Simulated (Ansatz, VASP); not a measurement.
**SiO2 in VASP and in Ansatz**

Contents of INCAR:

```
SYSTEM = SiO2
  PREC = Accurate
  ENCUT = 520
  EDIFF = 1E-6
  ISMEAR = 0
  SIGMA = 0.01
  LREAL = .FALSE.
  LASPH = .TRUE.
  NELM = 60
  ALGO = Normal
  ISIF = 2
  LWAVE = .FALSE.
  LCHARG = .TRUE.
  GGA = PS
  LELF = .TRUE.
  LVHAR = .TRUE.
  NBANDS = 25
```

The input KPOINTS:

```
regular mesh
0
G
  6 6 6
  0 0 0
```

The input POSCAR:

```
SiO2
1.0
   -2.3338040895      2.3338040895      3.6805301114
    2.3338040895     -2.3338040895      3.6805301114
    2.3338040895      2.3338040895     -3.6805301114
Si O
2 4
Direct
    0.0000000000      0.0000000000      0.0000000000
    0.7500000000      0.2500000000      0.5000000000
    0.9983800000      0.6250000000      0.8733800000
    0.3750000000      0.2483800000      0.3733800000
    0.7516200000      0.1250000000      0.1266200000
    0.8750000000      0.0016200000      0.6266200000
```

Input for Ansatz:

```yaml
crystal:
  lattice:
    - [-2.3338040894735843, 2.3338040894735843, 3.680530111408395]
    - [2.3338040894735843, -2.3338040894735843, 3.680530111408395]
    - [2.3338040894735843, 2.3338040894735843, -3.680530111408395]
  atoms:
    - { symbol: Si, position: [0.0, 0.0, 0.0] }
    - { symbol: Si, position: [0.75, 0.25, 0.5] }
    - { symbol: O, position: [0.99838, 0.625, 0.87338] }
    - { symbol: O, position: [0.375, 0.24838, 0.37338] }
    - { symbol: O, position: [0.75162, 0.125, 0.12662] }
    - { symbol: O, position: [0.875, 0.00162, 0.62662] }
basis:
  ecutwfc: 470.0
kpoints:
  mp_grid:
    grid: [6, 6, 6]
hamiltonian:
  xc: pbesol
scf:
  occupations:
    method: fixed
output:
  stress: true
```

Alike in both runs: task single point; functional PBEsol; k mesh 6 × 6 × 6; no spin polarisation.

|  | VASP | Ansatz |
| --- | --- | --- |
| version | VASP 6.6.1 | Ansatz 0.2.0 |
| potentials or method | VASP PAW PBE potentials, release 64 (Si, O), cutoff 520 eV | plane waves, PAW |
| occupations | gaussian, width 0.01 eV | fixed |
| valence electrons in the cell | 32 | 32 |

```tsv
	VASP	Ansatz	Ansatz less VASP
pressure (GPa)	11.5	10.8	-0.71
traceless stress, the component that is largest in VASP (GPa)	-1.10	-1.18	-0.081
```

VASP's potentials were made for PBE, not for PBEsol.
